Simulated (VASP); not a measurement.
Input of a VASP 6.6.1 run:

File POSCAR:

```
BP
1.0
    0.0000000000      2.2383340787      2.2383340787
    2.2383340787      0.0000000000      2.2383340787
    2.2383340787      2.2383340787      0.0000000000
P B
1 1
Direct
    0.7500000000      0.7500000000      0.7500000000
    0.0000000000      0.0000000000      0.0000000000
```

The input INCAR.step1:

```
SYSTEM = BP
ALGO = Normal
EDIFF = 1E-4
ENCUT = 520
GGA = PE
ISMEAR = -1
LASPH = .True.
LCHARG = .False.
LREAL = .False.
LWAVE = .True.
NBANDS = 11
NELM = 100
PREC = Accurate
SIGMA = 0.05
```

Contents of INCAR.step2:

```
SYSTEM = BP
ALGO = Normal
EDIFF = 1E-7
ENCUT = 520
ISIF = 2
ISMEAR = -1
ISTART = 1
LASPH = .True.
LCHARG = .True.
LELF = .True.
LMIXTAU = .True.
LREAL = .False.
LVHAR = .True.
LWAVE = .False.
METAGGA = R2SCAN
NBANDS = 11
NELM = 100
PREC = Accurate
SIGMA = 0.05
```

File KPOINTS:

```
k-points
0
Gamma
  10 10 10
  0 0 0
```

Potentials or basis: VASP PAW PBE potentials, release 64 (P, B).

The run is started by

```console
$ cat potpaw_PBE.64/P/POTCAR potpaw_PBE.64/B/POTCAR > POTCAR
$ cp INCAR.step1 INCAR
$ mpirun -np 1 vasp_std > vasp.out
$ cp INCAR.step2 INCAR
$ mpirun -np 1 vasp_std > vasp.out
```

Question: Predict the pressure.

Answer: 6.7 GPa.

Question: What does it give for the band gap on the k mesh?

Answer: 1.39 eV, indirect (least direct gap 3.71 eV).

Caveat: the PAW data sets were made with another functional, which shifts forces and pressure a little. r2SCAN opens gaps a little over a GGA but as a rule still falls short of measured ones.
